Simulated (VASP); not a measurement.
# HgTe (F-43m) in VASP: notebook, part 2 of 2

VASP 6.6.1. The steps go on from the part before.

## 3. Relaxation of cell and atoms, r2SCAN+rVV10, target pressure 5 GPa, at which the enthalpy is minimised

This run uses another cell than the first one, of 33.70 Å³/atom.

Contents of POSCAR:

```
HgTe
1.0
    0.0000000000      3.2300000000      3.2300000000
    3.2300000000      0.0000000000      3.2300000000
    3.2300000000      3.2300000000      0.0000000000
Hg Te
1 1
Direct
    0.0000000000      0.0000000000      0.0000000000
    0.2500000000      0.2500000000      0.2500000000
```

Contents of INCAR.step1:

```
SYSTEM = HgTe
PREC     = Accurate       ! precision mode
ENCUT    = 600            ! plane-wave cutoff, eV
ISMEAR   = 0              ! smearing method
SIGMA    = 0.03           ! smearing width, eV
LREAL    = .FALSE.        ! projectors in reciprocal space
LASPH    = .TRUE.         ! aspherical terms in the spheres
NELM     = 60             ! most SCF steps
GGA      = PE             ! functional
ALGO     = Normal         ! electronic algorithm
EDIFF    = 1E-4           ! SCF threshold, eV
LWAVE    = .TRUE.         ! write WAVECAR
LCHARG   = .FALSE.        ! write CHGCAR
```

Contents of INCAR.step2:

```
SYSTEM = HgTe
PREC     = Accurate       ! precision mode
ENCUT    = 600            ! plane-wave cutoff, eV
EDIFF    = 1E-6           ! SCF threshold, eV
ISMEAR   = 0              ! smearing method
SIGMA    = 0.03           ! smearing width, eV
LREAL    = .FALSE.        ! projectors in reciprocal space
LASPH    = .TRUE.         ! aspherical terms in the spheres
NELM     = 60             ! most SCF steps
ALGO     = Normal         ! electronic algorithm
ISIF     = 3              ! what is computed and relaxed
LWAVE    = .FALSE.        ! write WAVECAR
LCHARG   = .FALSE.        ! write CHGCAR
METAGGA  = R2SCAN         ! meta-GGA
LMIXTAU  = .TRUE.       
LUSE_VDW = .TRUE.       
IVDW_NL  = 2            
BPARAM   = 11.95        
CPARAM   = 0.0093       
IBRION   = 2              ! ionic algorithm
NSW      = 80             ! ionic steps
EDIFFG   = -0.005         ! ionic threshold
PSTRESS  = 50.0         
ISTART   = 1
```

Contents of KPOINTS:

```
Automatic mesh
0
G
  10 10 10
  0 0 0
```

Potentials or basis: VASP PAW PBE potentials, release 64 (Hg, Te).

Launch:

```console
$ cat potpaw_PBE.64/Hg/POTCAR potpaw_PBE.64/Te/POTCAR > POTCAR
$ cp INCAR.step1 INCAR
$ mpirun -np 1 vasp_std > vasp.out
$ cp INCAR.step2 INCAR
$ mpirun -np 1 vasp_std > vasp.out
```

OUTCAR:

```text
SYSTEM = HgTe
   PREC = Accurate
   ENCUT = 600
   EDIFF = 1E-6
   ISMEAR = 0
   LREAL = .FALSE.
   LASPH = .TRUE.
   NELM = 60
   ISIF = 3
   METAGGA = R2SCAN
   IVDW_NL = 2
   BPARAM = 11.95
   IBRION = 2
   NSW = 80
   EDIFFG = -0.005
   PSTRESS = 50.0
   ISTART = 1

 ion  position               nearest neighbor table
   1  0.000  0.000  0.000-   2 2.80   2 2.80   2 2.80   2 2.80
   2  0.250  0.250  0.250-   1 2.80   1 2.80   1 2.80   1 2.80

  LATTYP: Found a face centered cubic cell.
 ALAT       =     6.4600000000

  Lattice vectors:

 A1 = (   0.0000000000,   3.2300000000,   3.2300000000)
 A2 = (   3.2300000000,   0.0000000000,   3.2300000000)
 A3 = (   3.2300000000,   3.2300000000,   0.0000000000)

Analysis of symmetry for initial positions (statically):
=====================================================================
 Subroutine PRICEL returns:
 Original cell was already a primitive cell.

 Routine SETGRP: Setting up the symmetry group for a
 face centered cubic supercell.

 Subroutine GETGRP returns: Found 24 space group operations
 (whereof 24 operations were pure point group operations)
 out of a pool of 48 trial point group operations.

The static configuration has the point symmetry T_d .

Analysis of symmetry for dynamics (positions and initial velocities):
=====================================================================
 Subroutine PRICEL returns:
 Original cell was already a primitive cell.

 Routine SETGRP: Setting up the symmetry group for a
 face centered cubic supercell.

 Subroutine GETGRP returns: Found 24 space group operations
 (whereof 24 operations were pure point group operations)
 out of a pool of 48 trial point group operations.

The dynamic configuration has the point symmetry T_d .

 Subroutine INISYM returns: Found 24 space group operations
 (whereof 24 operations are pure point group operations),
 and found     1 'primitive' translations
[... 134 lines left out ...]
   NGX = 19   NGY = 19   NGZ = 19

--------------------------------------- Ionic step        1  -------------------------------------------

 number of electron      18.0000001 magnetization

 Free energy of the ion-electron system (eV)
  ---------------------------------------------------
  ext. energy  EPLUGINS =         0.00000000
  ---------------------------------------------------
  free energy    TOTEN  =       -74.61514173 eV

  energy without entropy =      -74.61509545  energy(sigma->0) =      -74.61511859

------------------------ aborting loop because EDIFF is reached ----------------------------------------

  FORCE on cell =-STRESS in cart. coord.  units (eV):
  Direction    XX          YY          ZZ          XY          YZ          ZX
  --------------------------------------------------------------------------------------
  -------------------------------------------------------------------------------------
  Total        0.7350100      0.7350100      0.7350100      0.0000000     -0.0000000      0.0000000
  in kB       17.4729504     17.4729504     17.4729504      0.0000000     -0.0000000      0.0000000
  external PRESSURE =     -32.5270496 kB  Pullay stress =      50.0000000 kB
[... 63 lines left out ...]
--------------------------------------- Ionic step        3  -------------------------------------------

 number of electron      17.9999998 magnetization

 Free energy of the ion-electron system (eV)
  ---------------------------------------------------
  ext. energy  EPLUGINS =         0.00000000
  ---------------------------------------------------
  free energy    TOTEN  =       -74.54122937 eV

  energy without entropy =      -74.54118309  energy(sigma->0) =      -74.54120623

 E-fermi :   3.5075     XC(G=0):  -9.6720

 val. band max:        3.4984002989   @ k =   0.0000   0.0000   0.0000
 cond. band min:       4.3032054860   @ k =   0.1000   0.0000   0.0000
 fundamental gap:      0.8048051870
 Fermi energy:         3.5075372498

 k-point     1 :       0.0000    0.0000    0.0000
  band No.  band energies     occupation
      1      -9.3753      2.00000
      2      -4.5096      2.00000
      3      -4.5096      2.00000
      4      -4.5096      2.00000
      5      -3.8565      2.00000
      6      -3.8565      2.00000
      7       3.2196      2.00000
      8       3.4984      1.33334
      9       3.4984      1.33333
     10       3.4984      1.33333
     11       7.9107      0.00000
     12       7.9107      0.00000
     13       7.9107      0.00000
[... 354 lines left out ...]
  band No.  band energies     occupation
      1      -8.6494      2.00000
      2      -4.3481      2.00000
      3      -4.2045      2.00000
      4      -4.1757      2.00000
      5      -3.8000      2.00000
      6      -3.7536      2.00000
      7      -1.3481      2.00000
      8       1.1392      2.00000
      9       1.3488      2.00000
     10       5.7364      0.00000
     11       6.6271      0.00000
     12      10.3753      0.00000
     13      11.2285      0.00000

 [... further k-points ...]

------------------------ aborting loop because EDIFF is reached ----------------------------------------

  FORCE on cell =-STRESS in cart. coord.  units (eV):
  Direction    XX          YY          ZZ          XY          YZ          ZX
  --------------------------------------------------------------------------------------
  -------------------------------------------------------------------------------------
  Total        1.9821166      1.9821166      1.9821166      0.0000000     -0.0000000     -0.0000000
  in kB       49.7895579     49.7895579     49.7895579      0.0000000     -0.0000000     -0.0000000
  external PRESSURE =      -0.2104421 kB  Pullay stress =      50.0000000 kB
[... 21 lines left out ...]
  energy  without entropy=      -74.5411830906  energy(sigma->0) =      -74.54120623

  enthalpy is  TOTEN    =       -72.5507350831 eV   P V=        1.9904942862

 reached required accuracy - stopping structural energy minimisation
```

OUTCAR.step1:

```text
SYSTEM = HgTe
   PREC = Accurate
   ENCUT = 600
   ISMEAR = 0
   LREAL = .FALSE.
   LASPH = .TRUE.
[... 605 lines left out ...]
      0.00000      0.00000      0.00000        -0.000000     -0.000000     -0.000000
      1.61500      1.61500      1.61500         0.000000      0.000000      0.000000
 -----------------------------------------------------------------------------------
    total drift:                               -0.000000     -0.000000     -0.000000

  FREE ENERGIE OF THE ION-ELECTRON SYSTEM (eV)
  ---------------------------------------------------
  free  energy   TOTEN  =        -3.5821548458 eV

  energy  without entropy=       -3.5821085671  energy(sigma->0) =       -3.58213171
```

Run time: 9.2 min. Hardware: 1 thread of Intel Xeon Platinum 8488C (Sapphire Rapids), shared host; peak memory 0.42 GiB.

What came out:

```
Free energy                                                : -74.5412 eV
Relaxed volume                                             : 31.89 Å³/atom
Relaxed cell                                               : a = 4.485 Å, b = 4.485 Å, c = 4.485 Å, α = 60.00°, β = 60.00°, γ = 60.00°
Space group after relaxing (to 0.1 Å)                      : F-43m (No. 216)
Energy change on relaxing (the run minimises the enthalpy) : +37.0 meV/atom
Ionic steps                                                : 3
Pressure after relaxing                                    : 5.0 GPa
Band gap on the k mesh                                     : zero (filled and empty bands touch)
```

Step by step:
```
step  energy change (eV)  largest force (eV/Å)  pressure (GPa)  volume (Å³)
   1              0.0000                0.0000            1.75        67.40
   2              0.1909                0.0000            8.35        60.94
   3              0.0739                0.0000            4.98        63.78
```

Final structure:
```
CELL_PARAMETERS angstrom
0.00000 3.17120 3.17120
3.17120 0.00000 3.17120
3.17120 3.17120 0.00000
ATOMIC_POSITIONS crystal
Hg 0.00000 0.00000 0.00000
Te 0.25000 0.25000 0.25000
```

Caveat: the cell is relaxed towards a set pressure, so the run minimises the enthalpy, not the energy; semilocal functionals underestimate gaps, so a narrow gap can read as zero; the PAW data sets were made with another functional, which shifts forces and pressure a little; spin-orbit coupling is left out, which moves the levels of the heavy elements.
